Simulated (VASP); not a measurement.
# CdI2 in VASP: further runs

Runs on CdI2. Level: PBE+D3(BJ). Tasks: single point.

All numbers are computed with VASP 6.6.1; they aren't measurements. Logs are shortened: lines on timing, memory, paths and dates and some standing lists are left out, and cuts for length are marked.

**1. The cell of the first run**

The cell holds a sheet with vacuum, 6 atoms: a = 3.433 Å, b = 3.433 Å, c = 25.000 Å, α = 90.00°, β = 90.00°, γ = 120.00°.

**2. Single point, PBE+D3(BJ)**

Contents of INCAR:

```
SYSTEM = CdI2
PREC = Accurate
ENCUT = 400
EDIFF = 1E-6
ISMEAR = 0
SIGMA = 0.1
LREAL = .False.
LASPH = .True.
NELM = 120
ALGO = Normal
ISIF = 2
LWAVE = .False.
LCHARG = .False.
LDIPOL = .True.
IDIPOL = 3
DIPOL = 0.5 0.5 0.500
GGA = PE
IVDW = 12
NBANDS = 35
GGA_COMPAT = .False.
NELMDL = -8
```

Contents of KPOINTS:

```
Automatic mesh
0
Gamma
  6 6 1
  0 0 0
```

Contents of POSCAR:

```
CdI2
1.0
    3.4330353300      0.0000000000      0.0000000000
   -1.7165172000      2.9730950900      0.0000000000
    0.0000000000      0.0000000000     25.0000000000
Cd I
2 4
Direct
    0.0000000000      0.0000000000      0.3650688700
    0.3333333300      0.6666666700      0.6349311300
    0.3333333300      0.6666666700      0.2985377400
    0.6666666700      0.3333333300      0.4316000000
    0.6666666700      0.3333333300      0.5684000000
    0.0000000000      0.0000000000      0.7014622600
```

Potentials or basis: VASP PAW PBE potentials, release 64 (Cd, I).

Launch:

```
$ cat potpaw_PBE.64/Cd/POTCAR potpaw_PBE.64/I/POTCAR > POTCAR
$ mpirun -np 1 vasp_std > vasp.out
```

OUTCAR:

```text
SYSTEM = CdI2
   PREC = Accurate
   ENCUT = 400
   EDIFF = 1E-6
   ISMEAR = 0
   LREAL = .False.
   LASPH = .True.
   NELM = 120
   ISIF = 2
   GGA = PE
   IVDW = 12
   NELMDL = -8
 IVDW          = 12

 ion  position               nearest neighbor table
   1  0.000  0.000  0.365-   3 2.59   4 2.59   4 2.59   3 2.59   4 2.59   3 2.59
   2  0.333  0.667  0.635-   5 2.59   6 2.59   6 2.59   5 2.59   5 2.59   6 2.59
   3  0.333  0.667  0.299-   1 2.59   1 2.59   1 2.59
   4  0.667  0.333  0.432-   1 2.59   1 2.59   1 2.59   5 3.42
   5  0.667  0.333  0.568-   2 2.59   2 2.59   2 2.59   4 3.42
   6  0.000  0.000  0.701-   2 2.59   2 2.59   2 2.59

  LATTYP: Found a hexagonal cell.
 ALAT       =     3.4330353300
 C/A-ratio  =     7.2821854705

  Lattice vectors:

 A1 = (   3.4330353300,   0.0000000000,   0.0000000000)
 A2 = (  -1.7165172000,   2.9730950900,   0.0000000000)
 A3 = (   0.0000000000,   0.0000000000,  25.0000000000)

Analysis of symmetry for initial positions (statically):
=====================================================================
 Subroutine PRICEL returns:
 Original cell was already a primitive cell.

 Routine SETGRP: Setting up the symmetry group for a
 hexagonal supercell.

 Subroutine GETGRP returns: Found 12 space group operations
 (whereof  6 operations were pure point group operations)
 out of a pool of 24 trial point group operations.

The static configuration has the point symmetry C_3v.
 The point group associated with its full space group is D_3d.

Analysis of symmetry for dynamics (positions and initial velocities):
=====================================================================
 Subroutine PRICEL returns:
 Original cell was already a primitive cell.

 Routine SETGRP: Setting up the symmetry group for a
 hexagonal supercell.

 Subroutine GETGRP returns: Found 12 space group operations
 (whereof  6 operations were pure point group operations)
 out of a pool of 24 trial point group operations.

The dynamic configuration has the point symmetry C_3v.
 The point group associated with its full space group is D_3d.

 Subroutine INISYM returns: Found 12 space group operations
 (whereof  6 operations are pure point group operations),
 and found     1 'primitive' translations

----------------------------------------------------------------------------------------

                                     Primitive cell

  volume of cell :     255.1685

  direct lattice vectors                    reciprocal lattice vectors
     3.433035330  0.000000000  0.000000000     0.291287419  0.168174865  0.000000000
    -1.716517200  2.973095090  0.000000000     0.000000000  0.336349821  0.000000000
     0.000000000  0.000000000 25.000000000     0.000000000  0.000000000  0.040000000

  length of vectors
     3.433035330  3.433034476 25.000000000     0.336349737  0.336349821  0.040000000

  position of ions in fractional coordinates (direct lattice)
     0.000000000  0.000000000  0.365068870
     0.333333330  0.666666670  0.634931130
     0.333333330  0.666666670  0.298537740
     0.666666670  0.333333330  0.431600000
     0.666666670  0.333333330  0.568400000
     0.000000000  0.000000000  0.701462260

  ion indices of the primitive-cell ions
   primitive index   ion index
                 1           1
                 2           2
                 3           3
                 4           4
                 5           5
                 6           6

----------------------------------------------------------------------------------------

 KPOINTS: Automatic mesh

Automatic generation of k-mesh.
 Grid dimensions read from file:
 generate k-points for:    6    6    1

 Generating k-lattice:

  Cartesian coordinates                     Fractional coordinates (reciprocal lattice)
     0.048547903  0.028029144  0.000000000     0.166666667  0.000000000  0.000000000
     0.000000000  0.056058303  0.000000000     0.000000000  0.166666667  0.000000000
     0.000000000  0.000000000  0.040000000     0.000000000  0.000000000  1.000000000

  Length of vectors
     0.056058289  0.056058303  0.040000000

  Shift w.r.t. Gamma in fractional coordinates (k-lattice)
     0.000000000  0.000000000  0.000000000

 Subroutine IBZKPT returns following result:
 ===========================================

 Found      7 irreducible k-points:

 Following reciprocal coordinates:
            Coordinates               Weight
  0.000000  0.000000  0.000000      1.000000
  0.166667  0.000000  0.000000      6.000000
  0.333333  0.000000  0.000000      6.000000
  0.500000  0.000000  0.000000      3.000000
  0.166667  0.166667  0.000000      6.000000
  0.333333  0.166667  0.000000     12.000000
  0.333333  0.333333  0.000000      2.000000
   k-points           NKPTS =      7   k-points in BZ     NKDIM =      7   number of bands    NBANDS=     35
   number of dos      NEDOS =    301   number of ions     NIONS =      6
   total plane-waves  NPLWV =  96768
   dimension x,y,z NGX =    24 NGY =   24 NGZ =  168
   dimension x,y,z NGXF=    48 NGYF=   48 NGZF=  336
   ions per type =               2   4
   NGX,Y,Z   is equivalent  to a cutoff of  11.62, 11.62, 11.17 a.u.
   NGXF,Y,Z  is equivalent  to a cutoff of  23.24, 23.24, 22.34 a.u.
 SYSTEM =  CdI2
   PREC   = accura    normal or accurate (medium, high low for compatibility)
   ISTART =      0    job   : 0-new  1-cont  2-samecut
   ICHARG =      2    charge: 1-file 2-atom 10-const
   ISPIN  =      1    spin polarized calculation?
   LNONCOLLINEAR =      F non collinear calculations
   LSORBIT =      F    spin-orbit coupling
   LASPH  =      T    aspherical Exc in radial PAW
   ENCUT  =  400.0 eV  29.40 Ry    5.42 a.u.   5.60  5.60 40.77*2*pi/ulx,y,z
   NELM   =    120;   NELMIN=  2; NELMDL= -8     # of ELM steps
   EDIFF  = 0.1E-05   stopping-criterion for ELM
   LREAL  =      F    real-space projection
   EDIFFG = 0.1E-04   stopping-criterion for IOM
   NSW    =      0    number of steps for IOM
   IBRION =     -1    ionic relax: 0-MD 1-quasi-New 2-CG
   NFREE  =      0    steps in history (QN), initial steepest desc. (CG)
   ISIF   =      2    stress and relaxation
   ISYM   =      2    0-nonsym 1-usesym 2-fastsym
   POTIM  = 0.5000    time-step for ionic-motion
   TEBEG  =    0.0;   TEEND  =   0.0 temperature during run
   PSTRESS=    0.0 pullay stress
   NELECT =      52.0000    total number of electrons
   NUPDOWN=      -1.0000    fix difference up-down
   EMIN   =  10.00;   EMAX   =-10.00  energy-range for DOS
   EFERMI =   0.00;   METHOD = LEGACY
   ISMEAR =     0;   SIGMA  =   0.10  broadening in eV -4-tet -1-fermi 0-gaus
   EFERMI_NEDOS =   21; number of points for ismear=-14 and -15
   IALGO  =     38    algorithm
   IMIX   =      4    mixing-type and parameters
     AMIX     =   0.40;   BMIX     =  1.00
     AMIX_MAG =   1.60;   BMIX_MAG =  1.00
  volume/ion in A,a.u.               =      42.53       286.99
  Fermi-wavevector in a.u.,A,eV,Ry     =   0.963386  1.820535 12.627734  0.928112
  Thomas-Fermi vector in A             =   2.092927
   LORBIT       =      0    0 simple, 1 ext, 2 COOP (PROOUT), +10 PAW based schemes
   GGA     = PE    functional components
   LHFCALC =     F    Hartree Fock is set to
   AEXX    =    0.0000 exact exchange contribution
   IVDW    =    12    specifies the selected vdW correction
   LEPSILON=     F    determine dielectric tensor
   LRPA    =     F    only Hartree local field effects (RPA)
 non-spin polarized calculation
 Gauss-broadening in eV      SIGMA  =   0.10
  energy-cutoff  :      400.00
  volume of cell :      255.17
 maximum number of plane-waves:      4713
 NGX is ok and might be reduce to    24
   NGX = 11   NGY = 11   NGZ = 81

 dipolmoment           0.000000      0.000000      0.000000 electrons x Angstroem

 number of electron      52.0000005 magnetization

 dipolmoment           0.000000      0.000000     -0.000000 electrons x Angstroem

 Free energy of the ion-electron system (eV)
  ---------------------------------------------------
  ext. energy  EPLUGINS =         0.00000000
  ---------------------------------------------------
  free energy    TOTEN  =        -1.45821499 eV

  energy without entropy =       -1.45821499  energy(sigma->0) =       -1.45821499

 E-fermi :   3.4271     XC(G=0):  -6.1535

 val. band max:        2.9323492769   @ k =   0.0000   0.0000   0.0000
 cond. band min:       3.9087175413   @ k =   0.5000   0.0000   0.0000
 fundamental gap:      0.9763682644
 Fermi energy:         3.4271283839

 k-point     1 :       0.0000    0.0000    0.0000
  band No.  band energies     occupation
      1     -13.6992      2.00000
      2     -13.5849      2.00000
      3     -12.5440      2.00000
      4     -12.3689      2.00000
      5      -7.8831      2.00000
      6      -7.8379      2.00000
[... 27 lines left out ...]
     34       9.0152      0.00000
     35       9.0165      0.00000

 k-point     2 :       0.1667    0.0000    0.0000
  band No.  band energies     occupation
      1     -13.3092      2.00000
      2     -13.1906      2.00000
      3     -12.3449      2.00000
      4     -12.1870      2.00000
      5      -7.8300      2.00000
      6      -7.7950      2.00000
[... 27 lines left out ...]
     34       8.6503      0.00000
     35       8.8261      0.00000

 k-point     3 :       0.3333    0.0000    0.0000
  band No.  band energies     occupation
      1     -12.3529      2.00000
      2     -12.2222      2.00000
      3     -11.8674      2.00000
      4     -11.7518      2.00000
      5      -7.8106      2.00000
      6      -7.7857      2.00000
[... 27 lines left out ...]
     34       7.8476      0.00000
     35       8.2060      0.00000

 k-point     4 :       0.5000    0.0000    0.0000
  band No.  band energies     occupation
      1     -11.9105      2.00000
      2     -11.8004      2.00000
      3     -11.3262      2.00000
      4     -11.2015      2.00000
      5      -7.9824      2.00000
      6      -7.9747      2.00000
[... 27 lines left out ...]
     34       7.3183      0.00000
     35       9.0231      0.00000

 k-point     5 :       0.1667    0.1667    0.0000
  band No.  band energies     occupation
      1     -12.6114      2.00000
      2     -12.4823      2.00000
      3     -12.0219      2.00000
      4     -11.8972      2.00000
      5      -7.7618      2.00000
      6      -7.7461      2.00000
[... 27 lines left out ...]
     34       8.9323      0.00000
     35       8.9825      0.00000

 k-point     6 :       0.3333    0.1667    0.0000
  band No.  band energies     occupation
      1     -11.8251      2.00000
      2     -11.6943      2.00000
      3     -11.5017      2.00000
      4     -11.4043      2.00000
      5      -7.8122      2.00000
      6      -7.8023      2.00000
[... 27 lines left out ...]
     34       8.7899      0.00000
     35       8.9363      0.00000

 k-point     7 :       0.3333    0.3333    0.0000
  band No.  band energies     occupation
      1     -11.5202      2.00000
      2     -11.3474      2.00000
      3     -11.3474      2.00000
      4     -11.3074      2.00000
      5      -7.5932      2.00000
      6      -7.5932      2.00000
[... 27 lines left out ...]
     34       8.7114      0.00000
     35      10.7069      0.00000

------------------------ aborting loop because EDIFF is reached ----------------------------------------

 vacuum level on the upper side and lower side of the slab       (xc-potential included)        -0.154        -0.154

 Edisp (eV)   -2.73009

 E8    (eV) :    -1.2485

  FORCE on cell =-STRESS in cart. coord.  units (eV):
  Direction    XX          YY          ZZ          XY          YZ          ZX
  --------------------------------------------------------------------------------------
  -------------------------------------------------------------------------------------
  Total      44.49457    44.49455    36.50495     0.00001     0.00000     0.00000
  in kB     279.37694   279.37680   229.21088     0.00004     0.00000     0.00000
  external pressure =      262.65 kB  Pullay stress =        0.00 kB

 VOLUME and BASIS-vectors are now :
 -----------------------------------------------------------------------------
  energy-cutoff  :      400.00
  volume of cell :      255.17
      direct lattice vectors                 reciprocal lattice vectors
     3.433035330  0.000000000  0.000000000     0.291287419  0.168174865  0.000000000
    -1.716517200  2.973095090  0.000000000     0.000000000  0.336349821  0.000000000
     0.000000000  0.000000000 25.000000000     0.000000000  0.000000000  0.040000000

 POSITION                                       TOTAL-FORCE (eV/Angst)
 -----------------------------------------------------------------------------------
      0.00000      0.00000      9.12672         0.000000     -0.000000     -0.031605
      0.00000      1.98206     15.87328        -0.000000      0.000000      0.031605
      0.00000      1.98206      7.46344         0.000000      0.000000     -5.228560
      1.71652      0.99103     10.79000         0.000000     -0.000000      4.696903
      1.71652      0.99103     14.21000        -0.000000      0.000000     -4.696903
      0.00000      0.00000     17.53656        -0.000000      0.000000      5.228560
 -----------------------------------------------------------------------------------
    total drift:                               -0.000003      0.000001     -0.000005

  FREE ENERGIE OF THE ION-ELECTRON SYSTEM (eV)
  ---------------------------------------------------
  free  energy   TOTEN  =        -4.1883038632 eV

  energy  without entropy=       -4.1883038632  energy(sigma->0) =       -4.18830386

 vacuum level on the upper side and lower side of the slab         6.559         6.559
```

It took 2.1 min on 1 thread of Intel Xeon 8259CL, shared host; peak memory 0.3 GiB.

What came out:

- Free energy: -4.1883 eV
- Largest force: 5.229 eV/Å
- Band gap on the k mesh: 0.98 eV (least direct gap 2.13 eV)
- Dispersion energy per atom: -0.455 eV

Forces in eV/Å, atoms in the order of the input:
```
Cd   0.000  0.000 -0.032
Cd   0.000  0.000  0.032
I    0.000  0.000 -5.229
I    0.000  0.000  4.697
I    0.000  0.000 -4.697
I    0.000  0.000  5.229
```

Levels at points of the mesh, in eV from the valence-band top:
```
           k point  band 23  band 24  band 25  band 26  band 27  band 28  band 29  band 30
(0.00, 0.00, 0.00)    -0.13    -0.13     0.00     0.00     2.55     2.97     3.79     4.20
(0.50, 0.00, 0.00)    -2.72    -2.09    -1.34    -1.16     0.98     1.30     2.97     3.20
```

Caveat: spin-orbit coupling is left out, which moves the levels of the heavy elements.

**3. Single point, PBE+D3(BJ)**

Contents of INCAR:

```
PREC = Accurate ; ENCUT = 400
EDIFF = 1E-6 ; ISMEAR = 0
SIGMA = 0.1 ; LREAL = False
LASPH = True ; NELM = 120
ALGO = Normal ; ISIF = 2
LWAVE = False ; LCHARG = False
LDIPOL = True ; IDIPOL = 3
DIPOL = 0.5 0.5 0.500 ; GGA = PE
IVDW = 12 ; NBANDS = 35
GGA_COMPAT = False ; NELMDL = -8
```

Contents of KPOINTS:

```
regular mesh
0
Gamma
  6 6 1
```

POSCAR is that of step 2.

Potentials or basis: VASP PAW PBE potentials, release 64 (Cd, I).

Launch:

```
$ cat potpaw_PBE.64/Cd/POTCAR potpaw_PBE.64/I/POTCAR > POTCAR
$ mpirun -np 1 vasp_std > vasp.out
```

Run time: 2.3 min. Hardware: 1 thread of Intel Xeon 8259CL, shared host; peak memory 0.3 GiB.

Results (log left out):

```
Free energy                : -4.1883 eV
Largest force              : 5.229 eV/Å
Band gap on the k mesh     : 0.98 eV (least direct gap 2.13 eV)
Dispersion energy per atom : -0.455 eV
```

Forces in eV/Å, atoms in the order of the input:
```
Cd   0.000  0.000 -0.032
Cd   0.000  0.000  0.032
I    0.000  0.000 -5.229
I    0.000  0.000  4.697
I    0.000  0.000 -4.697
I    0.000  0.000  5.229
```

Levels at points of the mesh, in eV from the valence-band top:
| k point | band 22 | band 23 | band 24 | band 25 | band 26 | band 27 | band 28 | band 29 | band 30 | band 31 |
| --- | --- | --- | --- | --- | --- | --- | --- | --- | --- | --- |
| (0.00, 0.00, 0.00) | -0.81 | -0.13 | -0.13 | 0.00 | 0.00 | 2.55 | 2.97 | 3.79 | 4.20 | 4.40 |
| (0.50, 0.00, 0.00) | -3.22 | -2.72 | -2.09 | -1.34 | -1.16 | 0.98 | 1.30 | 2.97 | 3.20 | 3.60 |

Caveat: spin-orbit coupling is left out, which moves the levels of the heavy elements.

**4. Single point, PBE+D3(BJ)**

This run uses another cell than the first one.

Contents of INCAR:

```
ALGO     = Normal         # electronic algorithm
DIPOL    = 0.5 0.5 0.284
EDIFF    = 1E-6           # SCF threshold, eV
ENCUT    = 400            # plane-wave cutoff, eV
GGA      = PE             # functional
GGA_COMPAT= False        
IDIPOL   = 3            
ISIF     = 2              # what is computed and relaxed
ISMEAR   = 0              # smearing method
IVDW     = 12             # dispersion correction
LASPH    = True           # aspherical terms in the spheres
LCHARG   = False          # write CHGCAR
LDIPOL   = True         
LREAL    = False          # projectors in reciprocal space
LWAVE    = False          # write WAVECAR
NBANDS   = 35             # bands
NELM     = 120            # most SCF steps
NELMDL   = -8           
PREC     = Accurate       # precision mode
SIGMA    = 0.1            # smearing width, eV
```

Contents of KPOINTS:

```
k-points
0
Gamma
  6 6 1
```

Contents of POSCAR:

```
CdI2
1.0
    4.2423500833     -0.0000003318      0.0000000000
   -2.1211747543      3.6739831098      0.0000000000
    0.0000000000      0.0000000000     43.9462260000
Cd I
2 4
Direct
    0.0000000000      0.0000000000      0.1977058511
    0.3333333333      0.6666666667      0.3711712124
    0.3333333333      0.6666666667      0.1581851172
    0.6666666667      0.3333333333      0.2371986705
    0.6666666667      0.3333333333      0.3316783930
    0.0000000000      0.0000000000      0.4106919464
```

Launch:

```
$ cat potpaw_PBE.64/Cd/POTCAR potpaw_PBE.64/I/POTCAR > POTCAR
$ mpirun -np 1 vasp_std > vasp.out
```

It took 6.1 min on 1 thread of Intel Xeon 8259CL, shared host; peak memory 0.51 GiB.

It converged, with:

| Property | Result |
| --- | --- |
| Free energy | -12.6707 eV |
| Largest force | 0.027 eV/Å |
| Band gap on the k mesh | 2.37 eV (least direct gap 2.59 eV) |
| Dispersion energy per atom | -0.274 eV |

Forces on the atoms (eV/Å):
```
Cd   0.000  0.000  0.003
Cd   0.000  0.000 -0.003
I    0.000  0.000 -0.022
I    0.000  0.000  0.027
I    0.000  0.000 -0.027
I    0.000  0.000  0.022
```

Levels at points of the mesh, in eV from the valence-band top:
| k point | band 22 | band 23 | band 24 | band 25 | band 26 | band 27 | band 28 | band 29 | band 30 | band 31 |
| --- | --- | --- | --- | --- | --- | --- | --- | --- | --- | --- |
| (0.00, 0.00, 0.00) | -0.27 | -0.04 | -0.04 | 0.00 | 0.00 | 2.70 | 3.10 | 4.49 | 4.58 | 5.90 |
| (0.50, 0.00, 0.00) | -1.31 | -0.65 | -0.33 | -0.27 | -0.22 | 2.37 | 2.47 | 4.96 | 5.22 | 5.90 |

Caveat: spin-orbit coupling is left out, which moves the levels of the heavy elements.
